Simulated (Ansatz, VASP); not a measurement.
# One calculation of CdS3, two programs

```
CELL_PARAMETERS angstrom
7.09783 0.00000 0.00000
-3.54891 6.14690 0.00000
0.00000 0.00000 3.52266
ATOMIC_POSITIONS crystal
Cd 0.66667 0.33333 0.25000
Cd 0.33333 0.66667 0.75000
S 0.15700 0.31400 0.25000
S 0.84300 0.15700 0.75000
S 0.68600 0.84300 0.25000
S 0.84300 0.68600 0.75000
S 0.15700 0.84300 0.25000
S 0.31400 0.15700 0.75000
```

Change from the starting cell: species swapped into the PrBr3 type (P6_3/m, No. 176).

Alike in both runs: functional PBE; k mesh 6 × 6 × 10; occupations gaussian, width 0.1 eV; no spin polarisation.

Ansatz relaxed the structure, and its values are those at the end. VASP's run is a single point on that final structure, the one shown.

|  | VASP | Ansatz |
| --- | --- | --- |
| version | VASP 6.6.1 | Ansatz 0.2.0 |
| potentials or method | VASP PAW PBE potentials, release 64 (Cd, S), cutoff 500 eV | scalar-relativistic, plane waves, PAW |
| valence electrons in the cell | 60 | 76 |

|  | VASP | Ansatz | Ansatz less VASP |
| --- | --- | --- | --- |
| gap on the k mesh at the Fermi level (eV) | none | none | - |
| pressure (GPa) | 0.1 | 0.0 | -0.11 |
| rms of the force components (eV/Å) | 0.011 | 0.002 | -0.0093 |

A gap of «none» marks a metal or a gap that the smearing closes. VASP's potentials hold 60 valence electrons a cell and Ansatz's 76, so a difference there can come from the potentials and not from the codes.
